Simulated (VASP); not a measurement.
Write the native input for VASP 6.6.1 that does the following.

```yaml
Task: single point
Functional: PBE
Potentials_or_basis: VASP PAW PBE potentials, release 64 (S)
Cutoff: 520 eV
k_mesh: 6 × 6 × 6
Occupations: gaussian, width 0.1 eV
Spin: no spin polarisation
Dipole_correction: no
Further_INCAR_settings: ALGO = Normal; EDIFF = 1e-06; NBANDS = 16
```

The structure of S lies in POSCAR:

```
S
1.0
   -2.3507240600      2.3507240600      2.2310936600
    2.3507240600     -2.3507240600      2.2310936600
    2.3507240600      2.3507240600     -2.2310936600
S
3
Direct
    0.7500000000      0.2500000000      0.5000000000
    0.2500000000      0.7500000000      0.5000000000
    0.5000000000      0.5000000000      0.0000000000
```

The cell was generated, and may not be a known phase.

These files were run (other wordings do the same):

INCAR

```
  PREC = Accurate
  ENCUT = 520
  EDIFF = 1E-6
  ISMEAR = 0
  SIGMA = 0.1
  LREAL = False
  LASPH = True
  NELM = 60
  ALGO = Normal
  ISIF = 2
  LWAVE = False
  LCHARG = False
  GGA = PE
  NBANDS = 16
```

KPOINTS

```
regular mesh
0
Gamma
  6 6 6
```

Potentials or basis: VASP PAW PBE potentials, release 64 (S).

Command:

```sh
$ cat potpaw_PBE.64/S/POTCAR > POTCAR
$ mpirun -np 1 vasp_std > vasp.out
```

It gave:

```yaml
Pressure: 11.7 GPa
Band_gap_on_the_k_mesh: zero (bands 9 and 10 overlap by 1.65 eV)
```

Caveat: the cell stands under pressure.

Wall time 33 s on 1 thread of Intel Xeon 8259CL, with other jobs on the host, peak memory 0.16 GiB.
